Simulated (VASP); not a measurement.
A run of VASP 6.6.1:

The input INCAR:

```
SYSTEM = W
ALGO = Normal
EDIFF = 1E-6
ENCUT = 520
GGA = PE
ISIF = 2
ISMEAR = -1
LASPH = .True.
LCHARG = .False.
LREAL = .False.
LWAVE = .False.
NBANDS = 13
NELM = 100
PREC = Accurate
SIGMA = 0.1
```

Contents of KPOINTS:

```
k-points
0
Gamma
  12 12 12
  0 0 0
```

POSCAR

```
W
1.0
    0.0000000000      2.0300000000      2.0300000000
    2.0300000000      0.0000000000      2.0300000000
    2.0300000000      2.0300000000      0.0000000000
W
1
Direct
    0.0000000000      0.0000000000      0.0000000000
```

Potentials or basis: VASP PAW PBE potentials, release 64 (W_sv).

Command:

```console
$ cat potpaw_PBE.64/W_sv/POTCAR > POTCAR
$ mpirun -np 1 vasp_std > vasp.out
```

Hardware: 1 thread of Intel(R) Xeon(R) Platinum 8488C (Sapphire Rapids), with other jobs on the host.

Problem. How long does it take, and how much memory?

Solution. It took 7 s on 1 thread of Intel(R) Xeon(R) Platinum 8488C (Sapphire Rapids) (shared host), peak memory 0.15 GiB. Counts: scf iterations 11, k points 72.
